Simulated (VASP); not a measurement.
Cu:

```xyz
1
Lattice="-1.4428 1.4428 1.3761 1.4428 -1.4428 1.3761 1.4428 1.4428 -1.3761" Properties=species:S:1:pos:R:3 pbc="T T T"
Cu    0.0000    0.0000    0.0000
```

```yaml
Program: VASP 6.6.1
Task: relaxation of cell and atoms
Functional: LDA
Potentials_or_basis: VASP PAW LDA potentials, release 64 (Cu)
Cutoff: 600 eV
k_mesh: 20 × 20 × 20
Occupations: gaussian, width 0.1 eV
Spin: no spin polarisation
```

At the start: pressure -6.9 GPa; volume 11.46 Å³/atom.

Q: How do energy, volume and symmetry change on relaxing?

A: Over 10 steps the energy falls by 11.0 meV/atom and the volume is 10.99 Å³/atom (-4.1 %); space group I4/mmm (No. 139, to 0.1 Å) before and after.

Step by step:
| step | energy change (eV) | largest force (eV/Å) | pressure (GPa) | volume (Å³) |
| --- | --- | --- | --- | --- |
| 1 | 0.0000 | 0.0000 | -6.94 | 11.46 |
| 2 | -0.0049 | 0.0000 | 5.95 | 10.66 |
| 3 | -0.0108 | 0.0000 | 0.00 | 10.98 |
| 4 | -0.0108 | 0.0000 | 0.13 | 10.97 |
| 5 | -0.0108 | 0.0000 | -0.05 | 10.99 |
| 6 | -0.0108 | 0.0000 | -0.41 | 11.01 |
| 7 | -0.0109 | 0.0000 | -0.40 | 11.01 |
| 8 | -0.0109 | 0.0000 | -0.38 | 11.01 |
| 9 | -0.0109 | 0.0000 | -0.26 | 11.00 |
| 10 | -0.0110 | 0.0000 | -0.08 | 10.99 |

Final structure:
```yaml
crystal:
  lattice:
    - [-1.43381, 1.43381, 1.33682]
    - [1.43381, -1.43381, 1.33682]
    - [1.43381, 1.43381, -1.33682]
  atoms:
    - { symbol: Cu, position: [0.00000, 0.00000, 0.00000] }
```
